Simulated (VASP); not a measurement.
# Be2C (Fm-3m) in VASP: notebook

Runs on Be2C. Level: PBE. Tasks: single point.

Everything below comes from runs of VASP 6.6.1. Logs are shortened: lines on timing, memory, paths and dates and some standing lists are left out, and cuts for length are marked.

## (1) The cell of the first run

It takes space group Fm-3m (No. 225, cubic). Conventional cell: a = 4.325 Å, b = 4.325 Å, c = 4.325 Å, α = 90.00°, β = 90.00°, γ = 90.00°. Within 2.5 Å of Be (site symmetry -43m) lie 4 C at 1.87 Å and 6 Be at 2.16 Å. Within 2.5 Å of C (site symmetry m-3m) lie 8 Be at 1.87 Å.

## (2) Single point, PBE

INCAR reads:

```
SYSTEM = Be2C
PREC = Accurate ; ENCUT = 600
EDIFF = 1E-6 ; ISMEAR = 0
SIGMA = 0.1 ; LREAL = .False.
LASPH = .True. ; NELM = 120
ALGO = Normal ; ISIF = 2
LWAVE = .False. ; LCHARG = .False.
GGA = PE ; NBANDS = 11
GGA_COMPAT = .False.
```

KPOINTS reads:

```
Automatic mesh
0
Gamma
  8 8 8
  0 0 0
```

POSCAR reads:

```
Be2C
1.0
    0.0000000000      2.1622559729      2.1622559729
    2.1622559729      0.0000000000      2.1622559729
    2.1622559729      2.1622559729      0.0000000000
Be C
2 1
Direct
    1.5830000000      1.2610000000      1.5100000000
    1.0830000000      0.7610000000      1.0100000000
    0.8330000000      0.5110000000      0.7600000000
```

Potentials or basis: VASP PAW PBE potentials, release 64 (Be, C).

Launch:

```bash
$ cat potpaw_PBE.64/Be/POTCAR potpaw_PBE.64/C/POTCAR > POTCAR
$ mpirun -np 1 vasp_std > vasp.out
```

OUTCAR:

```text
SYSTEM = Be2C
   PREC = Accurate
   ENCUT = 600
   EDIFF = 1E-6
   ISMEAR = 0
   LREAL = .False.
   LASPH = .True.
   NELM = 120
   ISIF = 2
   GGA = PE

 ion  position               nearest neighbor table
   1  0.583  0.261  0.510-   3 1.87   3 1.87   3 1.87   3 1.87   2 2.16   2 2.16   2 2.16   2 2.16
                             2 2.16   2 2.16
   2  0.083  0.761  0.010-   3 1.87   3 1.87   3 1.87   3 1.87   1 2.16   1 2.16   1 2.16   1 2.16
                             1 2.16   1 2.16
   3  0.833  0.511  0.760-   1 1.87   1 1.87   1 1.87   2 1.87   2 1.87   2 1.87   2 1.87   1 1.87

  LATTYP: Found a face centered cubic cell.
 ALAT       =     4.3245119458

  Lattice vectors:

 A1 = (   0.0000000000,   2.1622559729,   2.1622559729)
 A2 = (   2.1622559729,   0.0000000000,   2.1622559729)
 A3 = (   2.1622559729,   2.1622559729,   0.0000000000)

Analysis of symmetry for initial positions (statically):
=====================================================================
 Subroutine PRICEL returns:
 Original cell was already a primitive cell.

 Routine SETGRP: Setting up the symmetry group for a
 face centered cubic supercell.

 Subroutine GETGRP returns: Found 48 space group operations
 (whereof  1 operations were pure point group operations)
 out of a pool of 48 trial point group operations.

The static configuration has the point symmetry C_1 .
 The point group associated with its full space group is O_h .

Analysis of symmetry for dynamics (positions and initial velocities):
=====================================================================
 Subroutine PRICEL returns:
 Original cell was already a primitive cell.

 Routine SETGRP: Setting up the symmetry group for a
 face centered cubic supercell.

 Subroutine GETGRP returns: Found 48 space group operations
 (whereof  1 operations were pure point group operations)
 out of a pool of 48 trial point group operations.

The dynamic configuration has the point symmetry C_1 .
 The point group associated with its full space group is O_h .

 Subroutine INISYM returns: Found 48 space group operations
 (whereof  1 operations are pure point group operations),
 and found     1 'primitive' translations

----------------------------------------------------------------------------------------

                                     Primitive cell

  volume of cell :      20.2186

  direct lattice vectors                    reciprocal lattice vectors
     0.000000000  2.162255973  2.162255973    -0.231239967  0.231239967  0.231239967
     2.162255973  0.000000000  2.162255973     0.231239967 -0.231239967  0.231239967
     2.162255973  2.162255973  0.000000000     0.231239967  0.231239967 -0.231239967

  length of vectors
     3.057891722  3.057891722  3.057891722     0.400519372  0.400519372  0.400519372

  position of ions in fractional coordinates (direct lattice)
     0.583000000  0.261000000  0.510000000
     0.083000000  0.761000000  0.010000000
     0.833000000  0.511000000  0.760000000

  ion indices of the primitive-cell ions
   primitive index   ion index
                 1           1
                 2           2
                 3           3

----------------------------------------------------------------------------------------

 KPOINTS: Automatic mesh

Automatic generation of k-mesh.
 Grid dimensions read from file:
 generate k-points for:    8    8    8

 Generating k-lattice:

  Cartesian coordinates                     Fractional coordinates (reciprocal lattice)
    -0.028904996  0.028904996  0.028904996     0.125000000  0.000000000  0.000000000
     0.028904996 -0.028904996  0.028904996     0.000000000  0.125000000  0.000000000
     0.028904996  0.028904996 -0.028904996     0.000000000  0.000000000  0.125000000

  Length of vectors
     0.050064921  0.050064921  0.050064921

  Shift w.r.t. Gamma in fractional coordinates (k-lattice)
     0.000000000  0.000000000  0.000000000

 Subroutine IBZKPT returns following result:
 ===========================================

 Found     29 irreducible k-points:

 Following reciprocal coordinates:
            Coordinates               Weight
  0.000000  0.000000  0.000000      1.000000
  0.125000  0.000000  0.000000      8.000000
  0.250000  0.000000  0.000000      8.000000
  0.375000  0.000000  0.000000      8.000000
  0.500000  0.000000  0.000000      4.000000
  0.125000  0.125000  0.000000      6.000000
[... 16 lines left out ...]
  0.500000  0.250000  0.125000     48.000000
 -0.375000  0.250000  0.125000     24.000000
 [... further k-points ...]
   k-points           NKPTS =     29   k-points in BZ     NKDIM =     29   number of bands    NBANDS=     11
   number of dos      NEDOS =    301   number of ions     NIONS =      3
   total plane-waves  NPLWV =  13824
   dimension x,y,z NGX =    24 NGY =   24 NGZ =   24
   dimension x,y,z NGXF=    48 NGYF=   48 NGZF=   48
   ions per type =               2   1
   NGX,Y,Z   is equivalent  to a cutoff of  13.05, 13.05, 13.05 a.u.
   NGXF,Y,Z  is equivalent  to a cutoff of  26.10, 26.10, 26.10 a.u.
 SYSTEM =  Be2C
   PREC   = accura    normal or accurate (medium, high low for compatibility)
   ISTART =      0    job   : 0-new  1-cont  2-samecut
   ICHARG =      2    charge: 1-file 2-atom 10-const
   ISPIN  =      1    spin polarized calculation?
   LNONCOLLINEAR =      F non collinear calculations
   LSORBIT =      F    spin-orbit coupling
   LASPH  =      T    aspherical Exc in radial PAW
   ENCUT  =  600.0 eV  44.10 Ry    6.64 a.u.   6.11  6.11  6.11*2*pi/ulx,y,z
   NELM   =    120;   NELMIN=  2; NELMDL= -5     # of ELM steps
   EDIFF  = 0.1E-05   stopping-criterion for ELM
   LREAL  =      F    real-space projection
   EDIFFG = 0.1E-04   stopping-criterion for IOM
   NSW    =      0    number of steps for IOM
   IBRION =     -1    ionic relax: 0-MD 1-quasi-New 2-CG
   NFREE  =      0    steps in history (QN), initial steepest desc. (CG)
   ISIF   =      2    stress and relaxation
   ISYM   =      2    0-nonsym 1-usesym 2-fastsym
   POTIM  = 0.5000    time-step for ionic-motion
   TEBEG  =    0.0;   TEEND  =   0.0 temperature during run
   PSTRESS=    0.0 pullay stress
   NELECT =       8.0000    total number of electrons
   NUPDOWN=      -1.0000    fix difference up-down
   EMIN   =  10.00;   EMAX   =-10.00  energy-range for DOS
   EFERMI =   0.00;   METHOD = LEGACY
   ISMEAR =     0;   SIGMA  =   0.10  broadening in eV -4-tet -1-fermi 0-gaus
   EFERMI_NEDOS =   21; number of points for ismear=-14 and -15
   IALGO  =     38    algorithm
   IMIX   =      4    mixing-type and parameters
     AMIX     =   0.40;   BMIX     =  1.00
     AMIX_MAG =   1.60;   BMIX_MAG =  1.00
  volume/ion in A,a.u.               =       6.74        45.48
  Fermi-wavevector in a.u.,A,eV,Ry     =   1.201861  2.271189 19.653219  1.444471
  Thomas-Fermi vector in A             =   2.337659
   LORBIT       =      0    0 simple, 1 ext, 2 COOP (PROOUT), +10 PAW based schemes
   GGA     = PE    functional components
   LHFCALC =     F    Hartree Fock is set to
   AEXX    =    0.0000 exact exchange contribution
   IVDW    =     0    specifies the selected vdW correction
   LEPSILON=     F    determine dielectric tensor
   LRPA    =     F    only Hartree local field effects (RPA)
 non-spin polarized calculation
 Gauss-broadening in eV      SIGMA  =   0.10
  energy-cutoff  :      600.00
  volume of cell :       20.22
 maximum number of plane-waves:       692
   NGX = 13   NGY = 13   NGZ = 13

 number of electron       8.0000000 magnetization

 Free energy of the ion-electron system (eV)
  ---------------------------------------------------
  ext. energy  EPLUGINS =         0.00000000
  ---------------------------------------------------
  free energy    TOTEN  =       -17.45624336 eV

  energy without entropy =      -17.45624336  energy(sigma->0) =      -17.45624336

 E-fermi :   8.1837     XC(G=0): -11.4511

 val. band max:        7.7607386686   @ k =   0.0000   0.0000   0.0000
 cond. band min:       8.9195206405   @ k =   0.5000   0.5000   0.0000
 fundamental gap:      1.1587819719
 Fermi energy:         8.1837149531

 k-point     1 :       0.0000    0.0000    0.0000
  band No.  band energies     occupation
      1      -7.3029      2.00000
      2       7.7607      2.00000
      3       7.7607      2.00000
      4       7.7607      2.00000
      5      11.8948      0.00000
      6      11.8948      0.00000
      7      11.8948      0.00000
      8      14.5471      0.00000
      9      20.9549      0.00000
     10      20.9549      0.00000
     11      20.9549      0.00000

 k-point     2 :       0.1250    0.0000    0.0000
  band No.  band energies     occupation
      1      -7.0535      2.00000
      2       5.8776      2.00000
      3       7.3159      2.00000
      4       7.3159      2.00000
      5      12.5390      0.00000
      6      12.5390      0.00000
      7      12.9977      0.00000
      8      15.1372      0.00000
      9      19.5716      0.00000
     10      19.5716      0.00000
     11      21.5552      0.00000

 k-point     3 :       0.2500    0.0000    0.0000
  band No.  band energies     occupation
      1      -6.3224      2.00000
      2       2.9206      2.00000
      3       6.5916      2.00000
      4       6.5916      2.00000
      5      13.2521      0.00000
      6      13.2521      0.00000
      7      13.9581      0.00000
      8      16.4045      0.00000
      9      19.0679      0.00000
     10      19.0679      0.00000
     11      23.0621      0.00000

 k-point     4 :       0.3750    0.0000    0.0000
  band No.  band energies     occupation
      1      -5.2185      2.00000
      2       0.3210      2.00000
      3       6.0940      2.00000
      4       6.0940      2.00000
      5      13.0101      0.00000
      6      13.0101      0.00000
      7      14.5629      0.00000
      8      17.2861      0.00000
      9      20.7664      0.00000
     10      20.7664      0.00000
     11      24.3639      0.00000

 k-point     5 :       0.5000    0.0000    0.0000
  band No.  band energies     occupation
      1      -4.4299      2.00000
      2      -0.9837      2.00000
      3       5.9259      2.00000
      4       5.9259      2.00000
      5      12.7722      0.00000
      6      12.7722      0.00000
      7      14.8028      0.00000
      8      17.5977      0.00000
      9      22.3000      0.00000
     10      22.3000      0.00000
     11      24.9081      0.00000
[... 211 lines left out ...]
 k-point    21 :       0.5000    0.5000    0.0000
  band No.  band energies     occupation
      1      -3.6800      2.00000
      2       0.9747      2.00000
      3       3.0202      2.00000
      4       3.0202      2.00000
      5       8.9195      0.00000
      6      13.5090      0.00000
      7      21.0444      0.00000
      8      21.0444      0.00000
      9      23.1120      0.00000
     10      23.9566      0.00000
     11      23.9566      0.00000

 k-point    22 :       0.3750    0.2500    0.1250
  band No.  band energies     occupation
      1      -5.7031      2.00000
      2       2.7793      2.00000
      3       4.0602      2.00000
      4       5.8191      2.00000
      5      13.2192      0.00000
      6      13.6672      0.00000
      7      14.8565      0.00000
      8      16.5876      0.00000
      9      18.9807      0.00000
     10      23.2461      0.00000
     11      24.3998      0.00000

 k-point    23 :       0.5000    0.2500    0.1250
  band No.  band energies     occupation
      1      -4.6716      2.00000
      2       0.8129      2.00000
      3       3.5628      2.00000
      4       4.9060      2.00000
      5      12.9733      0.00000
      6      14.5713      0.00000
      7      15.9066      0.00000
      8      17.5903      0.00000
      9      20.0054      0.00000
     10      22.6521      0.00000
     11      25.0394      0.00000

 k-point    24 :      -0.3750    0.2500    0.1250
  band No.  band energies     occupation
      1      -3.9754      2.00000
      2      -0.2976      2.00000
      3       3.6336      2.00000
      4       4.3627      2.00000
      5      12.9242      0.00000
      6      14.3664      0.00000
      7      17.5651      0.00000
      8      18.4148      0.00000
      9      19.8785      0.00000
     10      21.4930      0.00000
     11      25.1875      0.00000

 [... further k-points ...]
[... 5 lines left out ...]
  --------------------------------------------------------------------------------------
  -------------------------------------------------------------------------------------
  Total        0.1018008      0.1018008      0.1018008     -0.0000000      0.0000000      0.0000000
  in kB        8.0669707      8.0669707      8.0669707     -0.0000000      0.0000000      0.0000000
  external PRESSURE =       8.0669707 kB  Pullay stress =       0.0000000 kB

 VOLUME and BASIS-vectors are now :
 -----------------------------------------------------------------------------
  energy-cutoff  :      600.00
  volume of cell :       20.22
      direct lattice vectors                 reciprocal lattice vectors
     0.000000000  2.162255973  2.162255973    -0.231239967  0.231239967  0.231239967
     2.162255973  0.000000000  2.162255973     0.231239967 -0.231239967  0.231239967
     2.162255973  2.162255973  0.000000000     0.231239967  0.231239967 -0.231239967

 POSITION                                       TOTAL-FORCE (eV/Angst)
 -----------------------------------------------------------------------------------
      1.66710      2.36335      1.82494         0.000000     -0.000000      0.000000
      1.66710      0.20109      1.82494        -0.000000      0.000000     -0.000000
      2.74823      3.44447      2.90607         0.000000      0.000000      0.000000
 -----------------------------------------------------------------------------------
    total drift:                               -0.000000     -0.000001      0.000001

  FREE ENERGIE OF THE ION-ELECTRON SYSTEM (eV)
  ---------------------------------------------------
  free  energy   TOTEN  =       -17.4562433595 eV

  energy  without entropy=      -17.4562433595  energy(sigma->0) =      -17.45624336
```

Run time: 7.7 s. Hardware: 1 thread of Intel Xeon Platinum 8375C at 2.90GHz (Ice Lake), shared host; peak memory 0.13 GiB.

What came out:

| Item | Value |
| --- | --- |
| Free energy | -17.4562 eV |
| Pressure | 0.8 GPa |
| Band gap on the k mesh | 1.16 eV, indirect (least direct gap 4.13 eV) |

A k mesh can miss the band edges.

(Part 1 of 2 ends here.)
